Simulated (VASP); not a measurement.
Wanted: the native input for a VASP 6.6.1 run.

```yaml
Task: single point
Functional: PBE
Potentials_or_basis: VASP PAW PBE potentials, release 64 (Zr_sv, B)
Cutoff: 520 eV
k_mesh: 12 × 12 × 9
Occupations: fermi-dirac, width 0.05 eV
Spin: no spin polarisation
Dipole_correction: no
Further_INCAR_settings: ALGO = Normal; EDIFF = 1e-06; NBANDS = 16
```

The structure of ZrB2 lies in POSCAR:

```
ZrB2
1.0
    3.1333498272      0.0000000000      0.0000000000
   -1.5666749137      2.7135605494      0.0000000000
    0.0000000000      0.0000000000      3.5200000000
Zr B
1 2
Direct
    0.0000000000      0.0000000000      0.0000000000
    0.3333333333      0.6666666667      0.5000000000
    0.6666666667      0.3333333333      0.5000000000
```

This cell differs from its parent crystal: equal xx and yy strain of -1 %.

These files were run (other wordings do the same):

INCAR

```
ALGO = Normal ; EDIFF = 1E-6
ENCUT = 520 ; GGA = PE
ISIF = 2 ; ISMEAR = -1
LASPH = T ; LCHARG = F
LREAL = F ; LWAVE = F
NBANDS = 16 ; NELM = 100
PREC = Accurate ; SIGMA = 0.05
```

KPOINTS

```
k-points
0
Gamma
  12 12 9
```

Potentials or basis: VASP PAW PBE potentials, release 64 (Zr_sv, B).

Launch:

```sh
$ cat potpaw_PBE.64/Zr_sv/POTCAR potpaw_PBE.64/B/POTCAR > POTCAR
$ mpirun -np 1 vasp_std > vasp.out
```

Results of the run:

```yaml
Pressure: 7.9 GPa
Band_gap_on_the_k_mesh: zero (band 9 reaches 11.66 eV, above the bottom of band 10 at 10.24 eV)
```

Caveat: the cell differs from its parent crystal (equal xx and yy strain of -1 %).

Wall time 20 s on 1 thread of Intel(R) Xeon(R) 6975P-C (Granite Rapids) (shared host), peak memory 0.17 GiB.
